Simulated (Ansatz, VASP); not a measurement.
# Two plane-wave programs on PbSe

Contents of POSCAR:

```
PbSe
1.0
    3.7843220000      0.0000000000      0.0000000000
    0.0000000000      3.7843220000      0.0000000000
    0.0000000000      0.0000000000      3.7843220000
Pb Se
1 1
Direct
    0.0000000000      0.0000000000      0.0000000000
    0.5000000000      0.5000000000      0.5000000000
```

INCAR.step1

```
PREC = Accurate
ENCUT = 520
EDIFF = 1E-5
ISMEAR = -1
SIGMA = 0.05
LREAL = F
LASPH = T
NELM = 100
ALGO = Normal
ISIF = 2
LWAVE = T
NBANDS = 17
GGA = PE
```

File INCAR.step2:

```
PREC = Accurate
ENCUT = 520
EDIFF = 1E-6
ISMEAR = -1
SIGMA = 0.05
LREAL = F
LASPH = T
NELM = 100
ALGO = Normal
ISIF = 2
LWAVE = F
LCHARG = T
GGA = PE
LHFCALC = T
AEXX = 0.5
HFSCREEN = 0.2
PRECFOCK = Normal
LELF = T
LVHAR = T
NBANDS = 17
ISTART = 1
```

Contents of KPOINTS:

```
Automatic mesh
0
Gamma
  4 4 4
```

input.yaml

```yaml
crystal:
  lattice:
    - [3.784322, 0.0, 0.0]
    - [0.0, 3.784322, 0.0]
    - [0.0, 0.0, 3.784322]
  atoms:
    - { symbol: Pb, position: [0.0, 0.0, 0.0] }
    - { symbol: Se, position: [0.5, 0.5, 0.5] }
hamiltonian:
  xc: { exchange: pbe, correlation: pbe, exx: { coeff: 0.5, omega: 0.2 } }
  pseudopotentials: { kind: paw }
kpoints:
  mp_grid: { grid: [4, 4, 4] }
scf:
  occupations: { method: fermi_dirac, width: 0.05 }
output:
  forces: true
  stress: true
  eigenvalues: true
```

Alike in both runs: task single point; functional PBE-based screened hybrid; k mesh 4 × 4 × 4; occupations fermi-dirac, width 0.05 eV; no spin polarisation.

|  | VASP | Ansatz |
| --- | --- | --- |
| version | VASP 6.6.1 | Ansatz 0.2.0 |
| potentials or method | VASP PAW PBE potentials, release 64 (Pb_d, Se) | Ansatz PAW |
| plane-wave cutoff (eV) | 520 | 420 |
| valence electrons in the cell | 20 | 30 |

Ansatz gave:

| Property | Result |
| --- | --- |
| gap on the k mesh at the Fermi level (eV) | 0.26 |
| least direct gap on the mesh (eV) | 1.30 |
| pressure (GPa) | -1.7 |

Problem. Estimate VASP's values.

Solution. gap on the k mesh at the Fermi level (eV): 0.30; least direct gap on the mesh (eV): 1.32; pressure (GPa): -1.9.

VASP's potentials were made for PBE, not for PBE-based screened hybrid. VASP's potentials hold 20 valence electrons a cell and Ansatz's 30, so a difference there can come from the potentials and not from the codes.

Neither program's run includes spin-orbit coupling.
